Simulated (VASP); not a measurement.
CdCu3:

```xyz
4
Lattice="3.8257 0.0000 0.0000 0.0000 3.8257 0.0000 0.0000 0.0000 3.8257" Properties=species:S:1:pos:R:3 pbc="T T T"
Cd    0.0000    0.0000    0.0000
Cu    0.0000    1.9129    1.9129
Cu    1.9129    0.0000    1.9129
Cu    1.9129    1.9129    0.0000
```

| Item | Value |
| --- | --- |
| Program | VASP 6.6.1 |
| Task | relaxation of cell and atoms |
| Functional | BLYP |
| Dispersion | D3(BJ) |
| Potentials or basis | VASP PAW PBE potentials, release 64 (Cd_sv_GW, Cu_sv_GW) |
| Cutoff | 820 eV |
| k mesh | 6 × 6 × 6 |
| Occupations | fermi-dirac, width 0.15 eV |
| Spin | no spin polarisation |

At the start: pressure -7.4 GPa; volume 14.00 Å³/atom.

Q: How do energy, volume and symmetry change on relaxing?

A: Over 4 steps the energy falls by 19.5 meV/atom and the volume is 13.18 Å³/atom (-5.9 %); space group Pm-3m (No. 221, to 0.1 Å) before and after.

The path:
```csv
step,energy change (eV),largest force (eV/Å),pressure (GPa),volume (Å³)
1,0.0000,0.0000,-7.36,55.99
2,-0.0488,0.0000,5.29,50.94
3,-0.0781,0.0000,-0.13,52.77
4,-0.0781,0.0000,-0.03,52.71
```

Final structure:
```cif
data_structure
_symmetry_space_group_name_H-M 'P 1'
_symmetry_Int_Tables_number 1
_cell_length_a 3.7493
_cell_length_b 3.7493
_cell_length_c 3.7493
_cell_angle_alpha 90.000
_cell_angle_beta 90.000
_cell_angle_gamma 90.000
_cell_volume 52.71
loop_
_atom_site_label
_atom_site_type_symbol
_atom_site_fract_x
_atom_site_fract_y
_atom_site_fract_z
_atom_site_occupancy
Cd1 Cd 0.00000 0.00000 0.00000 1
Cu1 Cu 0.00000 0.50000 0.50000 1
Cu2 Cu 0.50000 0.00000 0.50000 1
Cu3 Cu 0.50000 0.50000 0.00000 1
```

Caveat: the dispersion term is far too large for a dense solid, which distorts pressure and volume; the PAW data sets were made with another functional, which shifts forces and pressure a little.
